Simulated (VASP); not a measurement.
NaI:

```
Na I
1.0
     0.00000    3.54319    3.54319
     3.54319    0.00000    3.54319
     3.54319    3.54319    0.00000
Na I
1 1
Direct
  0.00000 0.00000 0.00000
  0.25000 0.25000 0.25000
```

Base run:

* Program: VASP 6.6.1
* Functional: r2SCAN
* Potentials or basis: VASP PAW PBE potentials, release 64 (Na_pv, I)
* Cutoff: 520 eV
* k mesh: 4 × 4 × 4
* Occupations: gaussian, width 0.01 eV
* Spin: no spin polarisation

Its results: band gap on the k mesh 4.42 eV; pressure -0.1 GPa.

Task: The run is repeated on the same cell with these changes: functional from r2SCAN to PBE-based global hybrid with 10 % exact exchange. What comes out?

Result: Band gap on the k mesh 4.49 eV; pressure 0.3 GPa.

Caveats: the structure was generated, so it needn't be the stable form of NaI; the PAW data sets were made with another functional, which shifts forces and pressure a little; spin-orbit coupling is left out, which moves the levels of the heavy elements.

